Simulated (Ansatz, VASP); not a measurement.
This is a calculation of Ni for VASP 6.6.1.

POSCAR

```
Ni
1.0
    2.4960355362      0.0000000000      0.0000000000
   -1.2480177681      2.1616301831      0.0000000000
    0.0000000000      0.0000000000      4.1526868216
Ni
2
Direct
    0.6666666667      0.3333333333      0.7500000000
    0.3333333333      0.6666666667      0.2500000000
```

The input INCAR.step1:

```
SYSTEM = Ni
ALGO = Normal ; EDIFF = 1E-4
ENCUT = 520 ; GGA = PE
ISMEAR = -1 ; ISPIN = 2
LASPH = .TRUE. ; LCHARG = .FALSE.
LMAXMIX = 4 ; LREAL = .FALSE.
LWAVE = .TRUE. ; MAGMOM = 1 1
NBANDS = 21 ; NELM = 150
PREC = Accurate ; SIGMA = 0.05
```

INCAR.step2

```
SYSTEM = Ni
ALGO = Normal ; EDIFF = 1E-7
ENCUT = 520 ; ISIF = 2
ISMEAR = -1 ; ISPIN = 2
ISTART = 1 ; LASPH = .TRUE.
LCHARG = .TRUE. ; LELF = .TRUE.
LMAXMIX = 4 ; LMIXTAU = .TRUE.
LORBIT = 11 ; LREAL = .FALSE.
LVHAR = .TRUE. ; LWAVE = .FALSE.
MAGMOM = 1 1 ; METAGGA = R2SCAN
NBANDS = 21 ; NELM = 150
PREC = Accurate ; SIGMA = 0.05
```

KPOINTS

```
k-points
0
G
  12 12 7
  0 0 0
```

Potentials or basis: VASP PAW PBE potentials, release 64 (Ni).

Command:

```bash
$ cat potpaw_PBE.64/Ni/POTCAR > POTCAR
$ cp INCAR.step1 INCAR
$ mpirun -np 1 vasp_std > vasp.out
$ cp INCAR.step2 INCAR
$ mpirun -np 1 vasp_std > vasp.out
```

Question: Translate it to Ansatz 0.2.0. Potentials there: Ansatz PAW.

Answer: As run (the cutoff follows the program's own potentials):

File input.yaml:

```yaml
crystal:
  lattice:
    - [2.4960355362, 0.0, 0.0]
    - [-1.2480177681, 2.1616301831, 0.0]
    - [0.0, 0.0, 4.1526868216]
  atoms:
    - { symbol: Ni, position: [0.6666666667, 0.3333333333, 0.75], spin: 1.0 }
    - { symbol: Ni, position: [0.3333333333, 0.6666666667, 0.25], spin: 1.0 }
hamiltonian:
  xc: r2scan
  pseudopotentials: { kind: paw }
magnetization:
  spin_polarized: true
kpoints:
  mp_grid: { grid: [12, 12, 7] }
scf:
  occupations: { method: fermi_dirac, width: 0.05 }
output:
  forces: true
  stress: true
  eigenvalues: true
```

Potentials or basis: Ansatz PAW.

Launch:

```bash
$ ansatz run input.yaml --threads 2 --pin off --max-ram 5632MiB --backend cpu --events-out ev --progress --plain --runs-dir out
```

Both were run:

|  | VASP | Ansatz | Ansatz less VASP |
| --- | --- | --- | --- |
| gap on the k mesh at the Fermi level (eV) | none | none | - |
| pressure (GPa) | -10.8 | -11.1 | -0.27 |
| traceless stress, the component that is largest in VASP (GPa) | 0.22 | 0.44 | +0.217 |
| net moment per atom (μB) | 0.74 | 0.77 | +0.032 |
| size of the moment on the site where the two differ most (μB) | 0.76 | 0.84 | +0.074 |

VASP's potentials were made for PBE, not for r2SCAN. Site moments also hang on the region over which each program counts them. A gap of «none» marks a metal or a gap that the smearing closes. VASP's potentials hold 20 valence electrons a cell and Ansatz's 36, so a difference there can come from the potentials and not from the codes.

Noted on Ansatz's run: the magnetic or orbital state may not be the lowest.
